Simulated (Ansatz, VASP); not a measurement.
# One calculation of Se3Br, two programs

```
Br Se
1.0
    -1.93853    1.93853    8.64825
     1.93853   -1.93853    8.64825
     1.93853    1.93853   -8.64825
Br Se
1 3
Direct
  0.00000 0.00000 0.00000
  0.50000 0.50000 0.00000
  0.75000 0.25000 0.50000
  0.25000 0.75000 0.50000
```

Alike in both runs: task single point; functional PBE; k mesh 10 × 10 × 10; occupations fermi-dirac, width 0.05 eV; no spin polarisation.

|  | VASP | Ansatz |
| --- | --- | --- |
| version | VASP 6.6.1 | Ansatz 0.2.0 |
| potentials or method | VASP PAW PBE potentials, release 64 (Br, Se) | Ansatz PAW |
| plane-wave cutoff (eV) | 520 | 420 |
| valence electrons in the cell | 25 | 55 |

```tsv
	VASP	Ansatz	Ansatz less VASP
gap on the k mesh at the Fermi level (eV)	none	none	-
pressure (GPa)	-2.0	-2.0	0.00
traceless stress, the component that is largest in VASP (GPa)	2.09	2.09	-0.004
```

A gap of «none» marks a metal or a gap that the smearing closes. VASP's potentials hold 25 valence electrons a cell and Ansatz's 55, so a difference there can come from the potentials and not from the codes.
